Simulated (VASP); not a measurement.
# Na4Be3 (P-43m) in VASP: single point with PBE

Aim: the single point of Na4Be3 with PBE.

All numbers are computed with VASP 6.6.1; they aren't measurements. Logs are shortened: lines on timing, memory, paths and dates and some standing lists are left out, and cuts for length are marked.

**1. The cell of the first run**

Symmetry: P-43m, No. 215, cubic system. The conventional cell has a = 4.808 Å, b = 4.808 Å, c = 4.808 Å, α = 90.00°, β = 90.00°, γ = 90.00°. Na (site symmetry 3m) has 3 Be at 2.16 Å within 2.9 Å. Be (site symmetry -42m) has 4 Na at 2.16 Å within 2.9 Å.

The cell was built from a structure type or drawn by symmetry, and may not be a known phase.

**2. Single point, PBE**

Input file INCAR:

```
ALGO = Normal
EDIFF = 1E-7
ENCUT = 520
GGA = PE
ISIF = 2
ISMEAR = 0
LASPH = True
LCHARG = False
LREAL = False
LWAVE = False
NBANDS = 26
NELM = 80
PREC = Accurate
SIGMA = 0.1
```

Input file KPOINTS:

```
k-points
0
Gamma
  4 4 4
```

Input file POSCAR:

```
Na4Be3
1.0
    4.8083552600      0.0000000000      0.0000000000
    0.0000000000      4.8083552600      0.0000000000
    0.0000000000      0.0000000000      4.8083552600
Na Be
4 3
Direct
    0.7237776700      0.2762223300      0.2762223300
    0.2762223300      0.7237776700      0.2762223300
    0.2762223300      0.2762223300      0.7237776700
    0.7237776700      0.7237776700      0.7237776700
    0.0000000000      0.0000000000      0.5000000000
    0.5000000000      0.0000000000      0.0000000000
    0.0000000000      0.5000000000      0.0000000000
```

Potentials or basis: VASP PAW PBE potentials, release 64 (Na_pv, Be).

The run is started by

```
$ cat potpaw_PBE.64/Na_pv/POTCAR potpaw_PBE.64/Be/POTCAR > POTCAR
$ mpirun -np 1 vasp_std > vasp.out
```

OUTCAR:

```text
EDIFF = 1E-7
   ENCUT = 520
   GGA = PE
   ISIF = 2
   ISMEAR = 0
   LASPH = True
   LREAL = False
   NELM = 80
   PREC = Accurate

 ion  position               nearest neighbor table
   1  0.724  0.276  0.276-   5 2.16   6 2.16   7 2.16
   2  0.276  0.724  0.276-   5 2.16   6 2.16   7 2.16
   3  0.276  0.276  0.724-   5 2.16   6 2.16   7 2.16
   4  0.724  0.724  0.724-   5 2.16   6 2.16   7 2.16
   5  0.000  0.000  0.500-   1 2.16   2 2.16   3 2.16   4 2.16
   6  0.500  0.000  0.000-   1 2.16   2 2.16   3 2.16   4 2.16
   7  0.000  0.500  0.000-   1 2.16   2 2.16   3 2.16   4 2.16

  LATTYP: Found a simple cubic cell.
 ALAT       =     4.8083552600

  Lattice vectors:

 A1 = (   4.8083552600,   0.0000000000,   0.0000000000)
 A2 = (   0.0000000000,   4.8083552600,   0.0000000000)
 A3 = (   0.0000000000,   0.0000000000,   4.8083552600)

Analysis of symmetry for initial positions (statically):
=====================================================================
 Subroutine PRICEL returns:
 Original cell was already a primitive cell.

 Routine SETGRP: Setting up the symmetry group for a
 simple cubic supercell.

 Subroutine GETGRP returns: Found 24 space group operations
 (whereof 24 operations were pure point group operations)
 out of a pool of 48 trial point group operations.

The static configuration has the point symmetry T_d .

Analysis of symmetry for dynamics (positions and initial velocities):
=====================================================================
 Subroutine PRICEL returns:
 Original cell was already a primitive cell.

 Routine SETGRP: Setting up the symmetry group for a
 simple cubic supercell.

 Subroutine GETGRP returns: Found 24 space group operations
 (whereof 24 operations were pure point group operations)
 out of a pool of 48 trial point group operations.

The dynamic configuration has the point symmetry T_d .

 Subroutine INISYM returns: Found 24 space group operations
 (whereof 24 operations are pure point group operations),
 and found     1 'primitive' translations

----------------------------------------------------------------------------------------

                                     Primitive cell

  volume of cell :     111.1705

  direct lattice vectors                    reciprocal lattice vectors
     4.808355260  0.000000000  0.000000000     0.207971322  0.000000000  0.000000000
     0.000000000  4.808355260  0.000000000     0.000000000  0.207971322  0.000000000
     0.000000000  0.000000000  4.808355260     0.000000000  0.000000000  0.207971322

  length of vectors
     4.808355260  4.808355260  4.808355260     0.207971322  0.207971322  0.207971322

  position of ions in fractional coordinates (direct lattice)
     0.723777670  0.276222330  0.276222330
     0.276222330  0.723777670  0.276222330
     0.276222330  0.276222330  0.723777670
     0.723777670  0.723777670  0.723777670
     0.000000000  0.000000000  0.500000000
     0.500000000  0.000000000  0.000000000
     0.000000000  0.500000000  0.000000000

  ion indices of the primitive-cell ions
   primitive index   ion index
                 1           1
                 2           2
                 3           3
                 4           4
                 5           5
                 6           6
                 7           7

----------------------------------------------------------------------------------------

 KPOINTS: k-points

Automatic generation of k-mesh.
 Grid dimensions read from file:
 generate k-points for:    4    4    4

 Generating k-lattice:

  Cartesian coordinates                     Fractional coordinates (reciprocal lattice)
     0.051992830  0.000000000  0.000000000     0.250000000  0.000000000  0.000000000
     0.000000000  0.051992830  0.000000000     0.000000000  0.250000000  0.000000000
     0.000000000  0.000000000  0.051992830     0.000000000  0.000000000  0.250000000

  Length of vectors
     0.051992830  0.051992830  0.051992830

  Shift w.r.t. Gamma in fractional coordinates (k-lattice)
     0.000000000  0.000000000  0.000000000

 Subroutine IBZKPT returns following result:
 ===========================================

 Found     10 irreducible k-points:

 Following reciprocal coordinates:
            Coordinates               Weight
  0.000000  0.000000  0.000000      1.000000
  0.250000  0.000000  0.000000      6.000000
  0.500000  0.000000  0.000000      3.000000
  0.250000  0.250000  0.000000     12.000000
  0.500000  0.250000  0.000000     12.000000
  0.500000  0.500000  0.000000      3.000000
  0.250000  0.250000  0.250000      8.000000
  0.500000  0.250000  0.250000     12.000000
  0.500000  0.500000  0.250000      6.000000
  0.500000  0.500000  0.500000      1.000000
   k-points           NKPTS =     10   k-points in BZ     NKDIM =     10   number of bands    NBANDS=     26
   number of dos      NEDOS =    301   number of ions     NIONS =      7
   total plane-waves  NPLWV =  46656
   dimension x,y,z NGX =    36 NGY =   36 NGZ =   36
   dimension x,y,z NGXF=    72 NGYF=   72 NGZF=   72
   ions per type =               4   3
   NGX,Y,Z   is equivalent  to a cutoff of  12.45, 12.45, 12.45 a.u.
   NGXF,Y,Z  is equivalent  to a cutoff of  24.89, 24.89, 24.89 a.u.
 SYSTEM =  unknown system
   PREC   = accura    normal or accurate (medium, high low for compatibility)
   ISTART =      0    job   : 0-new  1-cont  2-samecut
   ICHARG =      2    charge: 1-file 2-atom 10-const
   ISPIN  =      1    spin polarized calculation?
   LNONCOLLINEAR =      F non collinear calculations
   LSORBIT =      F    spin-orbit coupling
   LASPH  =      T    aspherical Exc in radial PAW
   ENCUT  =  520.0 eV  38.22 Ry    6.18 a.u.   8.94  8.94  8.94*2*pi/ulx,y,z
   NELM   =     80;   NELMIN=  2; NELMDL= -5     # of ELM steps
   EDIFF  = 0.1E-06   stopping-criterion for ELM
   LREAL  =      F    real-space projection
   EDIFFG = 0.1E-05   stopping-criterion for IOM
   NSW    =      0    number of steps for IOM
   IBRION =     -1    ionic relax: 0-MD 1-quasi-New 2-CG
   NFREE  =      0    steps in history (QN), initial steepest desc. (CG)
   ISIF   =      2    stress and relaxation
   ISYM   =      2    0-nonsym 1-usesym 2-fastsym
   POTIM  = 0.5000    time-step for ionic-motion
   TEBEG  =    0.0;   TEEND  =   0.0 temperature during run
   PSTRESS=    0.0 pullay stress
   NELECT =      34.0000    total number of electrons
   NUPDOWN=      -1.0000    fix difference up-down
   EMIN   =  10.00;   EMAX   =-10.00  energy-range for DOS
   EFERMI =   0.00;   METHOD = LEGACY
   ISMEAR =     0;   SIGMA  =   0.10  broadening in eV -4-tet -1-fermi 0-gaus
   EFERMI_NEDOS =   21; number of points for ismear=-14 and -15
   IALGO  =     38    algorithm
   IMIX   =      4    mixing-type and parameters
     AMIX     =   0.40;   BMIX     =  1.00
     AMIX_MAG =   1.60;   BMIX_MAG =  1.00
  volume/ion in A,a.u.               =      15.88       107.17
  Fermi-wavevector in a.u.,A,eV,Ry     =   1.102989  2.084347 16.552646  1.216585
  Thomas-Fermi vector in A             =   2.239440
   LORBIT       =      0    0 simple, 1 ext, 2 COOP (PROOUT), +10 PAW based schemes
   GGA     = PE    functional components
   LHFCALC =     F    Hartree Fock is set to
   AEXX    =    0.0000 exact exchange contribution
   IVDW    =     0    specifies the selected vdW correction
   LEPSILON=     F    determine dielectric tensor
   LRPA    =     F    only Hartree local field effects (RPA)
 non-spin polarized calculation
 Gauss-broadening in eV      SIGMA  =   0.10
  energy-cutoff  :      520.00
  volume of cell :      111.17
 maximum number of plane-waves:      3016
 NGX is ok and might be reduce to    36
   NGX = 17   NGY = 17   NGZ = 17

 number of electron      33.9999941 magnetization

 Free energy of the ion-electron system (eV)
  ---------------------------------------------------
  ext. energy  EPLUGINS =         0.00000000
  ---------------------------------------------------
  free energy    TOTEN  =        -2.47910587 eV

  energy without entropy =       -2.46240902  energy(sigma->0) =       -2.47075744

 E-fermi :   3.0343     XC(G=0):  -8.8019

 val. band max:        3.0270015252   @ k =   0.2500   0.2500   0.0000
 cond. band min:       3.1267624477   @ k =   0.2500   0.2500   0.2500
 fundamental gap:      0.0997609225
 Fermi energy:         3.0343482790

 k-point     1 :       0.0000    0.0000    0.0000
  band No.  band energies     occupation
      1     -21.7191      2.00000
      2     -21.7174      2.00000
      3     -21.7174      2.00000
      4     -21.6457      2.00000
      5     -21.6457      2.00000
      6     -21.6457      2.00000
[... 18 lines left out ...]
     25       7.0165      0.00000
     26       8.2324      0.00000

 k-point     2 :       0.2500    0.0000    0.0000
  band No.  band energies     occupation
      1     -21.7130      2.00000
      2     -21.7098      2.00000
      3     -21.7041      2.00000
      4     -21.6560      2.00000
      5     -21.6560      2.00000
      6     -21.6530      2.00000
[... 18 lines left out ...]
     25       6.7149      0.00000
     26       8.7722      0.00000

 k-point     3 :       0.5000    0.0000    0.0000
  band No.  band energies     occupation
      1     -21.7058      2.00000
      2     -21.6995      2.00000
      3     -21.6798      2.00000
      4     -21.6685      2.00000
      5     -21.6608      2.00000
      6     -21.6608      2.00000
[... 166 lines left out ...]
 k-point     9 :       0.5000    0.5000    0.2500
  band No.  band energies     occupation
      1     -21.7198      2.00000
      2     -21.7176      2.00000
      3     -21.7176      2.00000
      4     -21.7149      2.00000
      5     -21.6428      2.00000
      6     -21.6307      2.00000
[... 18 lines left out ...]
     25       7.5196      0.00000
     26      10.2702      0.00000

 k-point    10 :       0.5000    0.5000    0.5000
  band No.  band energies     occupation
      1     -21.7299      2.00000
      2     -21.7299      2.00000
      3     -21.7299      2.00000
      4     -21.7276      2.00000
      5     -21.6250      2.00000
      6     -21.6250      2.00000
[... 18 lines left out ...]
     25       7.5807      0.00000
     26      11.5655      0.00000

------------------------ aborting loop because EDIFF is reached ----------------------------------------

  FORCE on cell =-STRESS in cart. coord.  units (eV):
  Direction    XX          YY          ZZ          XY          YZ          ZX
  --------------------------------------------------------------------------------------
  -------------------------------------------------------------------------------------
  Total       16.7919255     16.7919255     16.7919255      0.0000000     -0.0000000      0.0000000
  in kB      242.0033837    242.0033837    242.0033837      0.0000000     -0.0000000      0.0000000
  external PRESSURE =     242.0033837 kB  Pullay stress =       0.0000000 kB

 VOLUME and BASIS-vectors are now :
 -----------------------------------------------------------------------------
  energy-cutoff  :      520.00
  volume of cell :      111.17
      direct lattice vectors                 reciprocal lattice vectors
     4.808355260  0.000000000  0.000000000     0.207971322  0.000000000  0.000000000
     0.000000000  4.808355260  0.000000000     0.000000000  0.207971322  0.000000000
     0.000000000  0.000000000  4.808355260     0.000000000  0.000000000  0.207971322

 POSITION                                       TOTAL-FORCE (eV/Angst)
 -----------------------------------------------------------------------------------
      3.48018      1.32818      1.32818        -1.228544      1.228544      1.228544
      1.32818      3.48018      1.32818         1.228544     -1.228544      1.228544
      1.32818      1.32818      3.48018         1.228544      1.228544     -1.228544
      3.48018      3.48018      3.48018        -1.228544     -1.228544     -1.228544
      0.00000      0.00000      2.40418         0.000000     -0.000000     -0.000000
      2.40418      0.00000      0.00000        -0.000000     -0.000000     -0.000000
      0.00000      2.40418      0.00000        -0.000000     -0.000000     -0.000000
 -----------------------------------------------------------------------------------
    total drift:                               -0.000000     -0.000000     -0.000000

  FREE ENERGIE OF THE ION-ELECTRON SYSTEM (eV)
  ---------------------------------------------------
  free  energy   TOTEN  =        -2.4791058650 eV

  energy  without entropy=       -2.4624090157  energy(sigma->0) =       -2.47075744
```

Wall time 36 s (1 thread of Intel Xeon 8259CL, shared host); peak memory 0.2 GiB.

What came out:

```
Free energy            : -2.4791 eV
Pressure               : 24.2 GPa
Largest force          : 2.128 eV/Å
Band gap on the k mesh : zero (bands 17 and 18 overlap by 2.87 eV)
```

Forces in eV/Å, atoms in the order of the input:
```
Na  -1.229  1.229  1.229
Na   1.229 -1.229  1.229
Na   1.229  1.229 -1.229
Na  -1.229 -1.229 -1.229
Be   0.000  0.000  0.000
Be   0.000  0.000  0.000
Be   0.000  0.000  0.000
```

Levels at points of the mesh, in eV from the Fermi level:
| k point | band 14 | band 15 | band 16 | band 17 | band 18 | band 19 | band 20 | band 21 |
| --- | --- | --- | --- | --- | --- | --- | --- | --- |
| (0.00, 0.00, 0.00) | -0.99 | -0.99 | -0.97 | -0.97 | -0.97 | 1.34 | 2.54 | 2.54 |
| (0.50, 0.00, 0.00) | -4.55 | -0.46 | -0.19 | -0.19 | 0.81 | 1.33 | 1.35 | 1.35 |
| (0.50, 0.50, 0.00) | -3.52 | -3.52 | -2.49 | 1.14 | 1.35 | 1.35 | 1.48 | 1.64 |
| (0.50, 0.50, 0.50) | -2.56 | -2.56 | -2.30 | -1.73 | -1.73 | -1.73 | 0.69 | 4.33 |

Caveat: the cell stands under pressure; forces of over 1 eV/Å act on the atoms, so gaps and moduli don't describe the material at rest.
